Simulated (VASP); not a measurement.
Set up this calculation in VASP 6.6.1, as the native input.

```
Task                   : single point
Functional             : PBEsol
Potentials or basis    : VASP PAW PBE potentials, release 64 (O, Mg, Ca_sv)
Cutoff                 : 520 eV
k mesh                 : 1 × 1 × 1, shifted
Occupations            : fermi-dirac, width 0.05 eV
Spin                   : no spin polarisation
Dipole correction      : no
Further INCAR settings : LREAL = Auto; ALGO = Normal; EDIFF = 1e-07; NBANDS = 214; ISYM = 0
```

The structure of Ca3Mg5O8 lies in POSCAR:

```
Ca3Mg5O8
1.0
    8.9114339762      0.0000000000      0.0000000000
    0.0000000000      8.9114339762      0.0000000000
    0.0000000000      0.0000000000      8.9114339762
O Mg Ca
32 20 12
Direct
    0.2501800000      0.9912630000      0.9878920000
    0.2498970000      0.9989530000      0.5097620000
    0.2497280000      0.5129290000      0.9984490000
    0.2501290000      0.5025660000      0.5010460000
    0.7498060000      0.0088710000      0.9963700000
    0.7502020000      0.0014860000      0.5026130000
    0.7495900000      0.4889100000      0.0001650000
    0.7496110000      0.4971220000      0.5007710000
    0.9899010000      0.2366250000      0.0013670000
    0.9980500000      0.2448860000      0.5000880000
    0.0089090000      0.7638030000      0.0142770000
    0.0008850000      0.7549890000      0.4894730000
    0.5093860000      0.2374330000      0.9903240000
    0.5016400000      0.2454010000      0.5087550000
    0.4904840000      0.7637220000      0.0125030000
    0.4990880000      0.7545790000      0.4903640000
    0.9892540000      0.0009150000      0.2545400000
    0.9971330000      0.0107070000      0.7469380000
    0.9987030000      0.4972010000      0.2642260000
    0.9997210000      0.4845910000      0.7368570000
    0.5118900000      0.9918010000      0.2544570000
    0.5029600000      0.0101200000      0.7471170000
    0.5009930000      0.5104970000      0.2632730000
    0.5000190000      0.4870030000      0.7372830000
    0.2379540000      0.2480270000      0.2621530000
    0.2465240000      0.2367150000      0.7379190000
    0.2468060000      0.7531690000      0.2558980000
    0.2495810000      0.7632460000      0.7430810000
    0.7605820000      0.2366790000      0.2573500000
    0.7525460000      0.2361260000      0.7446680000
    0.7533480000      0.7632420000      0.2626310000
    0.7501130000      0.7642970000      0.7384840000
    0.9949260000      0.0029730000      0.9997780000
    0.9968220000      0.0022750000      0.5007190000
    0.9996820000      0.4945970000      0.4979400000
    0.5042070000      0.0011750000      0.9947470000
    0.5032910000      0.0006140000      0.5034190000
    0.5000780000      0.4996210000      0.5001590000
    0.2463030000      0.2434530000      0.5040090000
    0.2494010000      0.7586000000      0.0052850000
    0.2490890000      0.7549810000      0.4974030000
    0.7528320000      0.2392240000      0.9951070000
    0.7530230000      0.2421340000      0.5028960000
    0.7507290000      0.7589210000      0.4967280000
    0.2489560000      0.0014920000      0.7453980000
    0.7523690000      0.0008110000      0.2580180000
    0.7507860000      0.0051650000      0.7448880000
    0.9949410000      0.2416070000      0.2592850000
    0.9965250000      0.2418430000      0.7405010000
    0.9996690000      0.7596740000      0.2572760000
    0.5041530000      0.2420290000      0.7429920000
    0.5001910000      0.7566910000      0.2574080000
    0.9995870000      0.4964810000      0.0041320000
    0.4996560000      0.5002190000      0.0005810000
    0.2469730000      0.2425750000      0.9943500000
    0.7499830000      0.7594170000      0.0059600000
    0.2486380000      0.9980240000      0.2523240000
    0.2479440000      0.5034760000      0.2557420000
    0.2495730000      0.4974910000      0.7443780000
    0.7519160000      0.4999190000      0.2564570000
    0.7501620000      0.4930040000      0.7450550000
    0.0015900000      0.7560420000      0.7455830000
    0.5049010000      0.2453790000      0.2551350000
    0.4980510000      0.7563070000      0.7452730000
```

The input as run:

INCAR

```
SYSTEM = Ca3Mg5O8
PREC = Accurate
ENCUT = 520
EDIFF = 1E-7
ISMEAR = -1
SIGMA = 0.05
LREAL = Auto
LASPH = .True.
NELM = 80
ALGO = Normal
ISIF = 2
LWAVE = .False.
LCHARG = .False.
GGA = PS
ISYM = 0
NBANDS = 214
```

KPOINTS

```
Automatic mesh
0
Gamma
  1 1 1
  0.25 0.25 0.25
```

Potentials or basis: VASP PAW PBE potentials, release 64 (O, Mg, Ca_sv).

Run with:

```bash
$ cat potpaw_PBE.64/O/POTCAR potpaw_PBE.64/Mg/POTCAR potpaw_PBE.64/Ca_sv/POTCAR > POTCAR
$ mpirun -np 1 vasp_std > vasp.out
```

It gave:

```
Pressure               : 0.1 GPa
Largest force          : 0.073 eV/Å
Band gap on the k mesh : 5.02 eV
```

Caveat: the PAW data sets were made with another functional, which shifts forces and pressure a little; a shifted mesh leaves out Γ, where band edges can lie.

Wall time 53 min on 1 thread of Intel Xeon 8259CL, on a shared host, peak memory 0.94 GiB.
